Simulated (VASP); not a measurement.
A run of VASP 6.6.1 is set up as follows.

INCAR

```
ALGO = Normal
EDIFF = 1E-6
ENCUT = 520
GGA = PS
ISIF = 2
ISMEAR = -1
LASPH = True
LCHARG = False
LREAL = False
LWAVE = False
NBANDS = 12
NELM = 60
PREC = Accurate
SIGMA = 0.05
```

Contents of KPOINTS:

```
k-points
0
Gamma
  13 13 13
```

POSCAR

```
Ag
1.0
   -1.6556540000      1.6556540000      1.6556540000
    1.6556540000     -1.6556540000      1.6556540000
    1.6556540000      1.6556540000     -1.6556540000
Ag
1
Direct
    0.0000000000      0.0000000000      0.0000000000
```

Potentials or basis: VASP PAW PBE potentials, release 64 (Ag).

Launch:

```bash
$ cat potpaw_PBE.64/Ag/POTCAR > POTCAR
$ mpirun -np 1 vasp_std > vasp.out
```

Q: Estimate the pressure.

A: -7.5 GPa.

Caveat: the PAW data sets were made with another functional, which shifts forces and pressure a little.
